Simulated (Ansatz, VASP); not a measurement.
**Ru in VASP and in Ansatz**

The input INCAR:

```
SYSTEM = Ru
PREC = Accurate ; ENCUT = 600
EDIFF = 1E-7 ; ISMEAR = 0
SIGMA = 0.05 ; LREAL = .False.
LASPH = .True. ; NELM = 80
ALGO = Normal ; ISIF = 3
LWAVE = .False. ; LCHARG = .False.
IBRION = 2 ; NSW = 80
EDIFFG = -0.01
```

The input KPOINTS:

```
Automatic mesh
0
Gamma
  18 18 10
  0 0 0
```

File POSCAR:

```
Ru
1.0
    2.7000000000      0.0000000000      0.0000000000
   -1.3500000000      2.3382685902      0.0000000000
    0.0000000000      0.0000000000      4.2768000000
Ru
2
Direct
    0.3333333333      0.6666666667      0.7500000000
    0.6666666667      0.3333333333      0.2500000000
```

Input for Ansatz:

```yaml
crystal:
  lattice:
    - [2.7, 0.0, 0.0]
    - [-1.35, 2.3382685902, 0.0]
    - [0.0, 0.0, 4.2768]
  atoms:
    - { symbol: Ru, position: [0.3333333333, 0.6666666667, 0.75] }
    - { symbol: Ru, position: [0.6666666667, 0.3333333333, 0.25] }
basis:
  ecutwfc: 420
  ecutrho_ratio: 4
kpoints:
  mp_grid: { grid: [18, 18, 10] }
hamiltonian:
  xc: lda
scf:
  occupations: { method: gaussian, width: 0.05 }
output:
  forces: true
  stress: true
  eigenvalues: true
relax:
  f_tol: 0.01
  max_steps: 60
  cell: { stress_tol: 0.15 }
```

Alike in both runs: task relaxation of cell and atoms; functional LDA; k mesh 18 × 18 × 10; occupations gaussian, width 0.05 eV; no spin polarisation.

|  | VASP | Ansatz |
| --- | --- | --- |
| version | VASP 6.6.1 | Ansatz 0.2.0 |
| potentials or method | VASP PAW LDA potentials, release 64 (Ru_pv), cutoff 600 eV | scalar-relativistic, plane waves, PAW |
| valence electrons in the cell | 28 | 32 |

Ansatz gave:

- relaxed volume (Å³/atom): 13.08
- relaxed cell length with the largest relative difference (Å): 4.227

Problem. Which values does VASP return?

Solution. Relaxed volume (Å³/atom): 13.12; relaxed cell length with the largest relative difference (Å): 4.232.

LDA's correlation is that of Perdew and Zunger in VASP and of Perdew and Wang (1992) in Ansatz. VASP's potentials hold 28 valence electrons a cell and Ansatz's 32, so a difference there can come from the potentials and not from the codes.
